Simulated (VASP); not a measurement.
# Al (I4/mmm) in VASP: further runs

Runs on Al. Level: PBEsol. Tasks: single point.

Everything below comes from runs of VASP 6.6.1. Logs are shortened: lines on timing, memory, paths and dates and some standing lists are left out, and cuts for length are marked.

### 1 The cell of the first run

It takes space group I4/mmm (No. 139, tetragonal). The conventional cell has a = 3.023 Å, b = 3.023 Å, c = 3.262 Å, α = 90.00°, β = 90.00°, γ = 90.00°. Within 3.5 Å of Al (site symmetry 4/mmm) lie 14 Al at 2.69 to 3.26 Å.

### 2 Single point, PBEsol (strain -0.050 along x and y, +0.025 along z)

Contents of INCAR:

```
ALGO = Fast ; EDIFF = 1E-6
ENCUT = 520 ; GGA = PS
ISIF = 2 ; ISMEAR = 0
LASPH = True ; LCHARG = False
LREAL = False ; LWAVE = False
NBANDS = 8 ; NELM = 80
PREC = Accurate ; SIGMA = 0.15
```

Contents of KPOINTS:

```
k-points
0
Gamma
  20 20 20
```

Contents of POSCAR:

```
Al
1.0
   -1.5116577555      1.5116577555      1.6309991572
    1.5116577555     -1.5116577555      1.6309991572
    1.5116577555      1.5116577555     -1.6309991572
Al
1
Direct
    0.0000000000      0.0000000000      0.0000000000
```

Potentials or basis: VASP PAW PBE potentials, release 64 (Al).

The run is started by

```
cat potpaw_PBE.64/Al/POTCAR > POTCAR
mpirun -np 1 vasp_std > vasp.out
```

OUTCAR:

```text
EDIFF = 1E-6
   ENCUT = 520
   GGA = PS
   ISIF = 2
   ISMEAR = 0
   LASPH = True
   LREAL = False
   NELM = 80
   PREC = Accurate

 ion  position               nearest neighbor table
   1  0.000  0.000  0.000-

  LATTYP: Found a body centered tetragonal cell.
 ALAT       =     3.0233155110
 C/A-ratio  =     1.0789473684

  Lattice vectors:

 A1 = (  -1.5116577555,   1.5116577555,   1.6309991572)
 A2 = (   1.5116577555,  -1.5116577555,   1.6309991572)
 A3 = (   1.5116577555,   1.5116577555,  -1.6309991572)

Analysis of symmetry for initial positions (statically):
=====================================================================
 Subroutine PRICEL returns:
 Original cell was already a primitive cell.

 Routine SETGRP: Setting up the symmetry group for a
 body centered tetragonal supercell.

 Subroutine GETGRP returns: Found 16 space group operations
 (whereof 16 operations were pure point group operations)
 out of a pool of 16 trial point group operations.

The static configuration has the point symmetry D_4h.

Analysis of symmetry for dynamics (positions and initial velocities):
=====================================================================
 Subroutine PRICEL returns:
 Original cell was already a primitive cell.

 Routine SETGRP: Setting up the symmetry group for a
 body centered tetragonal supercell.

 Subroutine GETGRP returns: Found 16 space group operations
 (whereof 16 operations were pure point group operations)
 out of a pool of 16 trial point group operations.

The dynamic configuration has the point symmetry D_4h.

 Subroutine INISYM returns: Found 16 space group operations
 (whereof 16 operations are pure point group operations),
 and found     1 'primitive' translations

----------------------------------------------------------------------------------------

                                     Primitive cell

  volume of cell :      14.9080

  direct lattice vectors                    reciprocal lattice vectors
    -1.511657755  1.511657755  1.630999157     0.000000000  0.330762700  0.306560551
     1.511657755 -1.511657755  1.630999157     0.330762700  0.000000000  0.306560551
     1.511657755  1.511657755 -1.630999157     0.330762700  0.330762700  0.000000000

  length of vectors
     2.688935959  2.688935959  2.688935959     0.450980415  0.450980415  0.467769096

  position of ions in fractional coordinates (direct lattice)
[... 78 lines left out ...]
   LREAL  =      F    real-space projection
   EDIFFG = 0.1E-04   stopping-criterion for IOM
   NSW    =      0    number of steps for IOM
   IBRION =     -1    ionic relax: 0-MD 1-quasi-New 2-CG
   NFREE  =      0    steps in history (QN), initial steepest desc. (CG)
   ISIF   =      2    stress and relaxation
   ISYM   =      2    0-nonsym 1-usesym 2-fastsym
   POTIM  = 0.5000    time-step for ionic-motion
   TEBEG  =    0.0;   TEEND  =   0.0 temperature during run
   PSTRESS=    0.0 pullay stress
   NELECT =       3.0000    total number of electrons
   NUPDOWN=      -1.0000    fix difference up-down
   EMIN   =  10.00;   EMAX   =-10.00  energy-range for DOS
   EFERMI =   0.00;   METHOD = LEGACY
   ISMEAR =     0;   SIGMA  =   0.15  broadening in eV -4-tet -1-fermi 0-gaus
   EFERMI_NEDOS =   21; number of points for ismear=-14 and -15
   IALGO  =     68    algorithm
   IMIX   =      4    mixing-type and parameters
     AMIX     =   0.40;   BMIX     =  1.00
     AMIX_MAG =   1.60;   BMIX_MAG =  1.00
  volume/ion in A,a.u.               =      14.91       100.60
  Fermi-wavevector in a.u.,A,eV,Ry     =   0.959345  1.812900 12.522036  0.920344
  Thomas-Fermi vector in A             =   2.088533
   LORBIT       =      0    0 simple, 1 ext, 2 COOP (PROOUT), +10 PAW based schemes
   GGA     = PS    functional components
   LHFCALC =     F    Hartree Fock is set to
   AEXX    =    0.0000 exact exchange contribution
   IVDW    =     0    specifies the selected vdW correction
   LEPSILON=     F    determine dielectric tensor
   LRPA    =     F    only Hartree local field effects (RPA)
 non-spin polarized calculation
 RMM-DIIS sequential band-by-band and
 Gauss-broadening in eV      SIGMA  =   0.15
  energy-cutoff  :      520.00
  volume of cell :       14.91
 maximum number of plane-waves:       418
   NGX =  9   NGY =  9   NGZ =  9

 number of electron       3.0000000 magnetization

 Free energy of the ion-electron system (eV)
  ---------------------------------------------------
  ext. energy  EPLUGINS =         0.00000000
  ---------------------------------------------------
  free energy    TOTEN  =        -3.95864661 eV

  energy without entropy =       -3.95445489  energy(sigma->0) =       -3.95655075

 E-fermi :   9.0470     XC(G=0): -10.6364

 val. band max:        9.0428263968   @ k =   0.5000   0.3000   0.0500
 cond. band min:       9.0573389223   @ k =   0.2500   0.2000   0.1000
 fundamental gap:      0.0145125255
 Fermi energy:         9.0469809585

 k-point     1 :       0.0000    0.0000    0.0000
  band No.  band energies     occupation
      1      -2.7977      2.00000
      2      22.3989      0.00000
      3      22.3989      0.00000
      4      24.2335      0.00000
      5      24.7861      0.00000
      6      25.0493      0.00000
      7      25.2963      0.00000
      8      25.2963      0.00000
[... 243 lines left out ...]
 k-point    24 :      -0.3500    0.0500    0.0000
  band No.  band energies     occupation
      1       0.4359      2.00000
      2      10.3110      0.00000
      3      18.1628      0.00000
      4      18.9364      0.00000
      5      21.9246      0.00000
      6      22.7469      0.00000
      7      26.4943      0.00000
      8      30.4345      0.00000

 [... further k-points ...]

------------------------ aborting loop because EDIFF is reached ----------------------------------------

  FORCE on cell =-STRESS in cart. coord.  units (eV):
  Direction    XX          YY          ZZ          XY          YZ          ZX
  --------------------------------------------------------------------------------------
  -------------------------------------------------------------------------------------
  Total        0.7747174      0.7747174      1.1735213      0.0000000      0.0000000      0.0000000
  in kB       83.2593891     83.2593891    126.1191066      0.0000000      0.0000000      0.0000000
  external PRESSURE =      97.5459616 kB  Pullay stress =       0.0000000 kB

 VOLUME and BASIS-vectors are now :
 -----------------------------------------------------------------------------
  energy-cutoff  :      520.00
  volume of cell :       14.91
      direct lattice vectors                 reciprocal lattice vectors
    -1.511657755  1.511657755  1.630999157     0.000000000  0.330762700  0.306560551
     1.511657755 -1.511657755  1.630999157     0.330762700  0.000000000  0.306560551
     1.511657755  1.511657755 -1.630999157     0.330762700  0.330762700  0.000000000

 POSITION                                       TOTAL-FORCE (eV/Angst)
 -----------------------------------------------------------------------------------
      0.00000      0.00000      0.00000         0.000000      0.000000      0.000000
 -----------------------------------------------------------------------------------
    total drift:                                0.000000      0.000000     -0.000000

  FREE ENERGIE OF THE ION-ELECTRON SYSTEM (eV)
  ---------------------------------------------------
  free  energy   TOTEN  =        -3.9586466070 eV

  energy  without entropy=       -3.9544548865  energy(sigma->0) =       -3.95655075
```

stdout:

```text
POSCAR found type information on POSCAR Al
 POSCAR found :  1 types and       1 ions
 scaLAPACK will be used
 -----------------------------------------------------------------------------
|                                                                             |
|                                                                             |
|     You enforced a specific xc type in the INCAR file but a different       |
|     I HOPE YOU KNOW WHAT YOU ARE DOING!                                     |
|                                                                             |
 -----------------------------------------------------------------------------

 LDA part: xc-table for (Slater+PW92), standard interpolation
 POSCAR, INCAR and KPOINTS ok, starting setup
 FFT: planning ... GRIDC
 FFT: planning ... GRID_SOFT
 FFT: planning ... GRID
 WAVECAR not read
 entering main loop
```

It took 35 s on 1 thread of Intel Xeon Platinum 8488C (Sapphire Rapids), shared host; peak memory 0.17 GiB.

What came out:

- Free energy: -3.9586 eV
- Pressure: 9.8 GPa

Caveat: the cell differs from its parent crystal (strain -0.050 along x and y, +0.025 along z); the PAW data sets were made with another functional, which shifts forces and pressure a little.

### 3 Single point, PBEsol (strain -0.050 along x and y, +0.050 along z)

Contents of INCAR:

```
PREC     = Accurate       # precision mode
ENCUT    = 520            # plane-wave cutoff, eV
EDIFF    = 1E-6           # SCF threshold, eV
ISMEAR   = 0              # smearing method
SIGMA    = 0.15           # smearing width, eV
LREAL    = F              # projectors in reciprocal space
LASPH    = T              # aspherical terms in the spheres
NELM     = 100            # most SCF steps
ALGO     = Normal         # electronic algorithm
ISIF     = 2              # what is computed and relaxed
LWAVE    = F              # write WAVECAR
LCHARG   = T              # write CHGCAR
GGA      = PS             # functional
LELF     = T              # ELF
LVHAR    = T            
NBANDS   = 8              # bands
```

Contents of KPOINTS:

```
Automatic mesh
0
Gamma
  20 20 20
```

Contents of POSCAR:

```
Al
1.0
   -1.5116577555      1.5116577555      1.6707796245
    1.5116577555     -1.5116577555      1.6707796245
    1.5116577555      1.5116577555     -1.6707796245
Al
1
Direct
    0.0000000000      0.0000000000      0.0000000000
```

Potentials or basis: VASP PAW PBE potentials, release 64 (Al).

The run is started by

```
cat potpaw_PBE.64/Al/POTCAR > POTCAR
mpirun -np 1 vasp_std > vasp.out
```

OUTCAR:

```text
PREC = Accurate
   ENCUT = 520
   EDIFF = 1E-6
   ISMEAR = 0
   LREAL = F
   LASPH = T
   NELM = 100
   ISIF = 2
   GGA = PS

 ion  position               nearest neighbor table
   1  0.000  0.000  0.000-

  LATTYP: Found a body centered tetragonal cell.
 ALAT       =     3.0233155110
 C/A-ratio  =     1.1052631579

  Lattice vectors:

 A1 = (  -1.5116577555,   1.5116577555,   1.6707796245)
 A2 = (   1.5116577555,  -1.5116577555,   1.6707796245)
 A3 = (   1.5116577555,   1.5116577555,  -1.6707796245)

Analysis of symmetry for initial positions (statically):
=====================================================================
 Subroutine PRICEL returns:
 Original cell was already a primitive cell.

 Routine SETGRP: Setting up the symmetry group for a
 body centered tetragonal supercell.

 Subroutine GETGRP returns: Found 16 space group operations
 (whereof 16 operations were pure point group operations)
 out of a pool of 16 trial point group operations.

The static configuration has the point symmetry D_4h.

Analysis of symmetry for dynamics (positions and initial velocities):
=====================================================================
 Subroutine PRICEL returns:
 Original cell was already a primitive cell.

 Routine SETGRP: Setting up the symmetry group for a
 body centered tetragonal supercell.

 Subroutine GETGRP returns: Found 16 space group operations
 (whereof 16 operations were pure point group operations)
 out of a pool of 16 trial point group operations.

The dynamic configuration has the point symmetry D_4h.

 Subroutine INISYM returns: Found 16 space group operations
 (whereof 16 operations are pure point group operations),
 and found     1 'primitive' translations

----------------------------------------------------------------------------------------

[... 109 lines left out ...]
     AMIX     =   0.40;   BMIX     =  1.00
     AMIX_MAG =   1.60;   BMIX_MAG =  1.00
  volume/ion in A,a.u.               =      15.27       103.06
  Fermi-wavevector in a.u.,A,eV,Ry     =   0.951670  1.798396 12.322477  0.905676
  Thomas-Fermi vector in A             =   2.080162
   LORBIT       =      0    0 simple, 1 ext, 2 COOP (PROOUT), +10 PAW based schemes
   GGA     = PS    functional components
   LHFCALC =     F    Hartree Fock is set to
   AEXX    =    0.0000 exact exchange contribution
   IVDW    =     0    specifies the selected vdW correction
   LEPSILON=     F    determine dielectric tensor
   LRPA    =     F    only Hartree local field effects (RPA)
 non-spin polarized calculation
 Gauss-broadening in eV      SIGMA  =   0.15
  energy-cutoff  :      520.00
  volume of cell :       15.27
 maximum number of plane-waves:       426
   NGX = 11   NGY = 11   NGZ = 11

 number of electron       3.0000000 magnetization

 Free energy of the ion-electron system (eV)
  ---------------------------------------------------
  ext. energy  EPLUGINS =         0.00000000
  ---------------------------------------------------
  free energy    TOTEN  =        -3.98459550 eV

  energy without entropy =       -3.98037352  energy(sigma->0) =       -3.98248451

 E-fermi :   8.7700     XC(G=0): -10.5455

 val. band max:        8.7577387158   @ k =  -0.3500  -0.4500   0.1000
 cond. band min:       8.7774571008   @ k =   0.2500   0.2500   0.0500
 fundamental gap:      0.0197183851
 Fermi energy:         8.7700128462

 k-point     1 :       0.0000    0.0000    0.0000
  band No.  band energies     occupation
      1      -2.8924      2.00000
      2      21.8669      0.00000
      3      21.8669      0.00000
      4      24.0416      0.00000
      5      24.2137      0.00000
      6      24.2872      0.00000
      7      24.5875      0.00000
      8      24.5875      0.00000
[... 243 lines left out ...]
 k-point    24 :      -0.3500    0.0500    0.0000
  band No.  band energies     occupation
      1       0.2853      2.00000
      2       9.9236      0.00000
      3      18.0494      0.00000
      4      18.5625      0.00000
      5      21.7006      0.00000
      6      22.2542      0.00000
      7      25.5613      0.00000
      8      29.9338      0.00000

 [... further k-points ...]

------------------------ aborting loop because EDIFF is reached ----------------------------------------

  FORCE on cell =-STRESS in cart. coord.  units (eV):
  Direction    XX          YY          ZZ          XY          YZ          ZX
  --------------------------------------------------------------------------------------
  -------------------------------------------------------------------------------------
  Total        0.5241408      0.5241408      0.9831637      0.0000000     -0.0000000      0.0000000
  in kB       54.9885716     54.9885716    103.1455082      0.0000000     -0.0000000      0.0000000
  external PRESSURE =      71.0408838 kB  Pullay stress =       0.0000000 kB

 VOLUME and BASIS-vectors are now :
 -----------------------------------------------------------------------------
  energy-cutoff  :      520.00
  volume of cell :       15.27
      direct lattice vectors                 reciprocal lattice vectors
    -1.511657755  1.511657755  1.670779624     0.000000000  0.330762700  0.299261490
     1.511657755 -1.511657755  1.670779624     0.330762700  0.000000000  0.299261490
     1.511657755  1.511657755 -1.670779624     0.330762700  0.330762700  0.000000000

 POSITION                                       TOTAL-FORCE (eV/Angst)
 -----------------------------------------------------------------------------------
      0.00000      0.00000      0.00000         0.000000      0.000000      0.000000
 -----------------------------------------------------------------------------------
    total drift:                                0.000000      0.000000     -0.000000

  FREE ENERGIE OF THE ION-ELECTRON SYSTEM (eV)
  ---------------------------------------------------
  free  energy   TOTEN  =        -3.9845955006 eV

  energy  without entropy=       -3.9803735169  energy(sigma->0) =       -3.98248451
```

OSZICAR:

```text
N       E                     dE             d eps       ncg     rms          rms(c)
DAV:   1    -0.254926703432E+01   -0.25493E+01   -0.88894E+02 10272   0.206E+02
DAV:   2    -0.400914683734E+01   -0.14599E+01   -0.14144E+01 14448   0.194E+01
DAV:   3    -0.401600863536E+01   -0.68618E-02   -0.68596E-02 12936   0.147E+00
DAV:   4    -0.401602587231E+01   -0.17237E-04   -0.17237E-04 15400   0.640E-02
DAV:   5    -0.401602592987E+01   -0.57562E-07   -0.57926E-07 12952   0.236E-03    0.150E+00
DAV:   6    -0.399708116577E+01    0.18945E-01   -0.23104E-03 12240   0.193E-01    0.842E-01
DAV:   7    -0.398461582884E+01    0.12465E-01   -0.62082E-03 12352   0.307E-01    0.183E-01
DAV:   8    -0.398459608473E+01    0.19744E-04   -0.28579E-05 14312   0.356E-02    0.210E-02
DAV:   9    -0.398459550055E+01    0.58417E-06   -0.28865E-07 12968   0.281E-03
   1 F= -.39845955E+01 E0= -.39824845E+01  d E =-.422198E-02
```

It took 35 s on 1 thread of Intel Xeon Platinum 8488C (Sapphire Rapids), shared host; peak memory 0.17 GiB.

Results:

* Free energy: -3.9846 eV
* Pressure: 7.1 GPa

Stress tensor (GPa, compression positive):
```
 5.50  0.00  0.00
 0.00  5.50  0.00
 0.00  0.00 10.31
```

Levels at points of the mesh, in eV from the Fermi level:
```tsv
k point	band 1	band 2	band 3	band 4
(0.00, 0.00, 0.00)	-11.66	13.10	13.10	15.27
(0.50, 0.00, 0.00)	-4.75	-4.21	9.26	9.56
(0.50, 0.50, 0.00)	-4.22	-3.29	7.15	7.58
(0.50, 0.50, 0.50)	0.20	1.84	3.05	3.05
```

Caveat: the cell differs from its parent crystal (strain -0.050 along x and y, +0.050 along z); the PAW data sets were made with another functional, which shifts forces and pressure a little.

### 4 Single point, PBEsol (strain -0.025 along x and y, +0.050 along z)

Contents of INCAR:

```
SYSTEM = Al
  PREC = Accurate
  ENCUT = 520
  EDIFF = 1E-6
  ISMEAR = 0
  SIGMA = 0.15
  LREAL = .FALSE.
  LASPH = .TRUE.
  NELM = 60
  ALGO = Normal
  ISIF = 2
  LWAVE = .FALSE.
  LCHARG = .TRUE.
  GGA = PS
  LELF = .TRUE.
  LVHAR = .TRUE.
  NBANDS = 8
```

Contents of KPOINTS:

```
Automatic mesh
0
G
  20 20 20
  0 0 0
```

Contents of POSCAR:

```
Al
1.0
   -1.5514382228      1.5514382228      1.6707796245
    1.5514382228     -1.5514382228      1.6707796245
    1.5514382228      1.5514382228     -1.6707796245
Al
1
Direct
    0.0000000000      0.0000000000      0.0000000000
```

The run is started by

```
cat potpaw_PBE.64/Al/POTCAR > POTCAR
mpirun -np 1 vasp_std > vasp.out
```

It took 22 s on 1 thread of Intel Xeon 6975P-C (Granite Rapids), shared host; peak memory 0.19 GiB.

It converged, with:

```
Free energy : -4.0009 eV
Pressure    : 2.3 GPa
```

Stress tensor (GPa, compression positive):
```
1.11 0.00 0.00
0.00 1.11 0.00
0.00 0.00 4.77
```

Levels at points of the mesh, in eV from the Fermi level:
| k point | band 1 | band 2 | band 3 | band 4 | band 5 |
| --- | --- | --- | --- | --- | --- |
| (0.00, 0.00, 0.00) | -11.29 | 12.92 | 12.92 | 14.62 | 14.63 |
| (0.50, 0.00, 0.00) | -4.51 | -4.08 | 8.89 | 8.89 | 10.78 |
| (0.50, 0.50, 0.00) | -4.14 | -3.40 | 7.37 | 7.50 | 9.01 |
| (0.50, 0.50, 0.50) | 0.61 | 2.23 | 2.65 | 2.65 | 3.38 |

Caveat: the cell differs from its parent crystal (strain -0.025 along x and y, +0.050 along z); the PAW data sets were made with another functional, which shifts forces and pressure a little.

### 5 Summary

| cell | gap on the mesh (eV) | pressure (GPa) |
| --- | --- | --- |
| a = 2.689 Å, angles 111.6, 111.6, 105.3°, 1 atom | none | 9.8 |
| a = 2.713 Å, angles 112.3, 112.3, 104.0°, 1 atom | none | 7.1 |
| a = 2.758 Å, angles 111.5, 111.5, 105.4°, 1 atom | none | 2.3 |

Alike in all rows: task single point; level PBEsol; potentials or basis VASP PAW PBE potentials, release 64 (Al); no spin polarisation; k mesh 20 × 20 × 20; cutoff (eV) 520; smearing gaussian 0.15 eV.

Caveats: the PAW data sets were made with another functional, which shifts forces and pressure a little.

Absolute energies hang on the potentials; compare differences alone.
